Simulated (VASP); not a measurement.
# YS2 (Fd-3m) in VASP: a series of runs

Runs on YS2. Level: PBE. Tasks: single point.

Everything below comes from runs of VASP 6.6.1. Logs are shortened: lines on timing, memory, paths and dates and some standing lists are left out, and cuts for length are marked.

## 1. The cell of the first run

The structure is cubic, space group Fd-3m (No. 227). The conventional cell has a = 7.932 Å, b = 7.932 Å, c = 7.932 Å, α = 90.00°, β = 90.00°, γ = 90.00°. Y (site symmetry -43m) has 12 S at 3.29 Å and 4 Y at 3.43 Å within 4.3 Å. S (site symmetry -3m) has 6 S at 2.80 Å and 6 Y at 3.29 Å within 3.7 Å.

## 2. Single point, PBE

INCAR reads:

```
SYSTEM = YS2
ALGO     = Normal         ! electronic algorithm
EDIFF    = 1E-7           ! SCF threshold, eV
ENCUT    = 520            ! plane-wave cutoff, eV
GGA      = PE             ! functional
ISIF     = 2              ! what is computed and relaxed
ISMEAR   = -1             ! smearing method
LASPH    = .True.         ! aspherical terms in the spheres
LCHARG   = .True.         ! write CHGCAR
LELF     = .True.         ! ELF
LREAL    = .False.        ! projectors in reciprocal space
LVHAR    = .True.       
LWAVE    = .False.        ! write WAVECAR
NBANDS   = 32             ! bands
NELM     = 100            ! most SCF steps
PREC     = Accurate       ! precision mode
SIGMA    = 0.05           ! smearing width, eV
```

KPOINTS reads:

```
k-points
0
Gamma
  4 4 4
  0 0 0
```

POSCAR reads:

```
YS2
1.0
    0.0000000000      3.9662323418      3.9662323418
    3.9662323418      0.0000000000      3.9662323418
    3.9662323418      3.9662323418      0.0000000000
Y S
2 4
Direct
    0.0000000000      0.0000000000      0.0000000000
    0.2500000000      0.2500000000      0.2500000000
    0.6250000000      0.6250000000      0.6250000000
    0.1250000000      0.6250000000      0.6250000000
    0.6250000000      0.1250000000      0.6250000000
    0.6250000000      0.6250000000      0.1250000000
```

Potentials or basis: VASP PAW PBE potentials, release 64 (Y_sv, S).

Started as:

```bash
cat potpaw_PBE.64/Y_sv/POTCAR potpaw_PBE.64/S/POTCAR > POTCAR
mpirun -np 1 vasp_std > vasp.out
```

OUTCAR:

```text
SYSTEM = YS2
   EDIFF = 1E-7
   ENCUT = 520
   GGA = PE
   ISIF = 2
   ISMEAR = -1
   LASPH = .True.
   LREAL = .False.
   NELM = 100
   PREC = Accurate

 ion  position               nearest neighbor table
   1  0.000  0.000  0.000-   3 3.29   5 3.29   6 3.29   3 3.29   4 3.29   6 3.29   3 3.29   4 3.29
                             5 3.29   4 3.29   5 3.29   6 3.29   2 3.43   2 3.43   2 3.43   2 3.43
   2  0.250  0.250  0.250-   3 3.29   5 3.29   6 3.29   4 3.29   4 3.29   5 3.29   3 3.29   4 3.29
                             6 3.29   3 3.29   5 3.29   6 3.29   1 3.43   1 3.43   1 3.43   1 3.43
   3  0.625  0.625  0.625-   2 3.29   1 3.29   2 3.29   2 3.29   1 3.29   1 3.29
   4  0.125  0.625  0.625-   2 3.29   2 3.29   1 3.29   2 3.29   1 3.29   1 3.29
   5  0.625  0.125  0.625-   2 3.29   2 3.29   1 3.29   2 3.29   1 3.29   1 3.29
   6  0.625  0.625  0.125-   2 3.29   2 3.29   1 3.29   2 3.29   1 3.29   1 3.29

  LATTYP: Found a face centered cubic cell.
 ALAT       =     7.9324646836

  Lattice vectors:

 A1 = (   0.0000000000,   3.9662323418,   3.9662323418)
 A2 = (   3.9662323418,   0.0000000000,   3.9662323418)
 A3 = (   3.9662323418,   3.9662323418,   0.0000000000)

Analysis of symmetry for initial positions (statically):
=====================================================================
 Subroutine PRICEL returns:
 Original cell was already a primitive cell.

 Routine SETGRP: Setting up the symmetry group for a
 face centered cubic supercell.

 Subroutine GETGRP returns: Found 48 space group operations
 (whereof 24 operations were pure point group operations)
 out of a pool of 48 trial point group operations.

The static configuration has the point symmetry T_d .
 The point group associated with its full space group is O_h .

Analysis of symmetry for dynamics (positions and initial velocities):
=====================================================================
 Subroutine PRICEL returns:
 Original cell was already a primitive cell.

 Routine SETGRP: Setting up the symmetry group for a
 face centered cubic supercell.

 Subroutine GETGRP returns: Found 48 space group operations
 (whereof 24 operations were pure point group operations)
 out of a pool of 48 trial point group operations.

The dynamic configuration has the point symmetry T_d .
 The point group associated with its full space group is O_h .

 Subroutine INISYM returns: Found 48 space group operations
 (whereof 24 operations are pure point group operations),
 and found     1 'primitive' translations

----------------------------------------------------------------------------------------

[... 88 lines left out ...]
   NFREE  =      0    steps in history (QN), initial steepest desc. (CG)
   ISIF   =      2    stress and relaxation
   ISYM   =      2    0-nonsym 1-usesym 2-fastsym
   POTIM  = 0.5000    time-step for ionic-motion
   TEBEG  =    0.0;   TEEND  =   0.0 temperature during run
   PSTRESS=    0.0 pullay stress
   NELECT =      46.0000    total number of electrons
   NUPDOWN=      -1.0000    fix difference up-down
   EMIN   =  10.00;   EMAX   =-10.00  energy-range for DOS
   EFERMI =   0.00;   METHOD = LEGACY
   ISMEAR =    -1;   SIGMA  =   0.05  broadening in eV -4-tet -1-fermi 0-gaus
   EFERMI_NEDOS =   21; number of points for ismear=-14 and -15
   IALGO  =     38    algorithm
   IMIX   =      4    mixing-type and parameters
     AMIX     =   0.40;   BMIX     =  1.00
     AMIX_MAG =   1.60;   BMIX_MAG =  1.00
  volume/ion in A,a.u.               =      20.80       140.35
  Fermi-wavevector in a.u.,A,eV,Ry     =   1.173832  2.218221 18.747218  1.377882
  Thomas-Fermi vector in A             =   2.310239
   LORBIT       =      0    0 simple, 1 ext, 2 COOP (PROOUT), +10 PAW based schemes
   GGA     = PE    functional components
   LHFCALC =     F    Hartree Fock is set to
   AEXX    =    0.0000 exact exchange contribution
   IVDW    =     0    specifies the selected vdW correction
   LEPSILON=     F    determine dielectric tensor
   LRPA    =     F    only Hartree local field effects (RPA)
 non-spin polarized calculation
  energy-cutoff  :      520.00
  volume of cell :      124.79
 maximum number of plane-waves:      3383
 NGX is ok and might be reduce to    42
   NGX = 21   NGY = 21   NGZ = 21

 number of electron      45.9999996 magnetization

 Free energy of the ion-electron system (eV)
  ---------------------------------------------------
  ext. energy  EPLUGINS =         0.00000000
  ---------------------------------------------------
  free energy    TOTEN  =       -29.79498414 eV

  energy without entropy =      -29.73116784  energy(sigma->0) =      -29.76307599

 E-fermi :   6.2063     XC(G=0): -10.3669

 val. band max:        6.1921946864   @ k =   0.2500   0.2500   0.0000
 cond. band min:       6.2133477331   @ k =   0.5000   0.5000   0.0000
 fundamental gap:      0.0211530467
 Fermi energy:         6.2062675698

 k-point     1 :       0.0000    0.0000    0.0000
  band No.  band energies     occupation
      1     -37.6784      2.00000
      2     -37.6074      2.00000
      3     -17.7153      2.00000
      4     -17.7153      2.00000
      5     -17.7153      2.00000
      6     -17.4986      2.00000
[... 269 lines left out ...]
     31       8.9912      0.00000
     32       8.9912      0.00000

------------------------ aborting loop because EDIFF is reached ----------------------------------------

  FORCE on cell =-STRESS in cart. coord.  units (eV):
  Direction    XX          YY          ZZ          XY          YZ          ZX
  --------------------------------------------------------------------------------------
  -------------------------------------------------------------------------------------
  Total       -2.2061289     -2.2061289     -2.2061289     -0.0000000      0.0000000      0.0000000
  in kB      -28.3254628    -28.3254628    -28.3254628     -0.0000000      0.0000000      0.0000000
  external PRESSURE =     -28.3254628 kB  Pullay stress =       0.0000000 kB

 VOLUME and BASIS-vectors are now :
 -----------------------------------------------------------------------------
  energy-cutoff  :      520.00
  volume of cell :      124.79
      direct lattice vectors                 reciprocal lattice vectors
     0.000000000  3.966232342  3.966232342    -0.126064223  0.126064223  0.126064223
     3.966232342  0.000000000  3.966232342     0.126064223 -0.126064223  0.126064223
     3.966232342  3.966232342  0.000000000     0.126064223  0.126064223 -0.126064223

 POSITION                                       TOTAL-FORCE (eV/Angst)
 -----------------------------------------------------------------------------------
      0.00000      0.00000      0.00000         0.000000      0.000000      0.000000
      1.98312      1.98312      1.98312        -0.000000     -0.000000     -0.000000
      4.95779      4.95779      4.95779         0.000000      0.000000      0.000000
      4.95779      2.97467      2.97467         0.000000      0.000000      0.000000
      2.97467      4.95779      2.97467         0.000000      0.000000      0.000000
      2.97467      2.97467      4.95779         0.000000      0.000000      0.000000
 -----------------------------------------------------------------------------------
    total drift:                               -0.000000     -0.000000      0.000000

  FREE ENERGIE OF THE ION-ELECTRON SYSTEM (eV)
  ---------------------------------------------------
  free  energy   TOTEN  =       -29.7949841367 eV

  energy  without entropy=      -29.7311678427  energy(sigma->0) =      -29.76307599
```

Wall time 53 s (1 thread of AMD EPYC 7R13 (Zen 3), shared host); peak memory 0.24 GiB.

What came out:

| Quantity | Value |
| --- | --- |
| Free energy | -29.7950 eV |
| Pressure | -2.8 GPa |
| Band gap on the k mesh | zero (band 23 reaches 6.57 eV, above the bottom of band 24 at 6.00 eV) |

## 3. Single point, PBE

This run uses another cell than the first one, of 21.60 Å³/atom, 1.038 times its volume.

INCAR reads:

```
PREC = Accurate
ENCUT = 520
EDIFF = 1E-6
ISMEAR = -1
SIGMA = 0.05
LREAL = F
LASPH = T
NELM = 80
ALGO = Normal
ISIF = 2
LWAVE = F
LCHARG = F
GGA = PE
NBANDS = 32
```

KPOINTS reads:

```
regular mesh
0
Gamma
  4 4 4
```

POSCAR: that of step 2 with these lines changed.

```diff
@@ -2,5 +2,5 @@
 1.0
-    0.0000000000      3.9662323418      3.9662323418
-    3.9662323418      0.0000000000      3.9662323418
-    3.9662323418      3.9662323418      0.0000000000
+    0.0000000000      4.0164431448      4.0164431448
+    4.0164431448      0.0000000000      4.0164431448
+    4.0164431448      4.0164431448      0.0000000000
 Y S
```

Potentials or basis: VASP PAW PBE potentials, release 64 (Y_sv, S).

Started as:

```bash
cat potpaw_PBE.64/Y_sv/POTCAR potpaw_PBE.64/S/POTCAR > POTCAR
mpirun -np 1 vasp_std > vasp.out
```

Run time: 52 s. Hardware: 1 thread of AMD EPYC 7R13 (Zen 3), shared host; peak memory 0.23 GiB.

The run converged. Its results:

```
Free energy            : -29.6836 eV
Pressure               : -4.6 GPa
Band gap on the k mesh : zero (band 23 reaches 6.16 eV, above the bottom of band 24 at 5.63 eV)
```

Levels at points of the mesh, in eV from the Fermi level:
```tsv
k point	band 18	band 19	band 20	band 21	band 22	band 23	band 24	band 25	band 26	band 27
(0.00, 0.00, 0.00)	-4.89	-1.09	0.05	0.05	0.05	0.33	0.33	0.33	1.28	1.28
(0.50, 0.00, 0.00)	-3.42	-3.05	-3.05	-2.52	-0.79	0.11	0.74	0.74	1.14	1.32
(0.50, 0.50, 0.00)	-3.17	-3.10	-3.10	-2.78	-2.78	0.02	0.02	0.85	0.85	1.12
```

## 4. Single point, PBE

This run uses another cell than the first one, of 22.40 Å³/atom, 1.077 times its volume.

INCAR reads:

```
SYSTEM = YS2
PREC = Accurate
ENCUT = 520
EDIFF = 1E-6
ISMEAR = -1
SIGMA = 0.05
LREAL = .False.
LASPH = .True.
NELM = 100
ALGO = Normal
ISIF = 2
LWAVE = .False.
LCHARG = .False.
GGA = PE
NBANDS = 32
```

KPOINTS reads:

```
regular mesh
0
Gamma
  4 4 4
  0 0 0
```

POSCAR: that of step 3 with these lines changed.

```diff
@@ -2,5 +2,5 @@
 1.0
-    0.0000000000      4.0164431448      4.0164431448
-    4.0164431448      0.0000000000      4.0164431448
-    4.0164431448      4.0164431448      0.0000000000
+    0.0000000000      4.0654289866      4.0654289866
+    4.0654289866      0.0000000000      4.0654289866
+    4.0654289866      4.0654289866      0.0000000000
 Y S
```

Started as:

```bash
cat potpaw_PBE.64/Y_sv/POTCAR potpaw_PBE.64/S/POTCAR > POTCAR
mpirun -np 1 vasp_std > vasp.out
```

It took 84 s on 1 thread of AMD EPYC 7R13 (Zen 3), shared host; peak memory 0.3 GiB.

It converged, with:

* Free energy: -29.5239 eV
* Pressure: -6.1 GPa
* Band gap on the k mesh: zero (band 23 reaches 5.77 eV, above the bottom of band 24 at 5.29 eV)

Levels at points of the mesh, in eV from the Fermi level:
```tsv
k point	band 19	band 20	band 21	band 22	band 23	band 24	band 25	band 26
(0.00, 0.00, 0.00)	-1.12	0.02	0.02	0.02	0.30	0.30	0.30	1.20
(0.50, 0.00, 0.00)	-2.92	-2.92	-2.41	-0.75	0.08	0.70	0.70	1.08
(0.50, 0.50, 0.00)	-2.97	-2.97	-2.65	-2.65	0.03	0.03	0.80	0.80
```

## 5. Summary

| cell | gap on the mesh (eV) | pressure (GPa) |
| --- | --- | --- |
| a = 5.609 Å, angles 60.0°, 6 atoms | none | -2.8 |
| a = 5.680 Å, angles 60.0°, 6 atoms | none | -4.6 |
| a = 5.749 Å, angles 60.0°, 6 atoms | none | -6.1 |

Alike in all rows: task single point; level PBE; potentials or basis VASP PAW PBE potentials, release 64 (Y_sv, S); no spin polarisation; k mesh 4 × 4 × 4; cutoff (eV) 520; smearing fermi-dirac 0.05 eV.

Absolute energies hang on the potentials; compare differences alone.
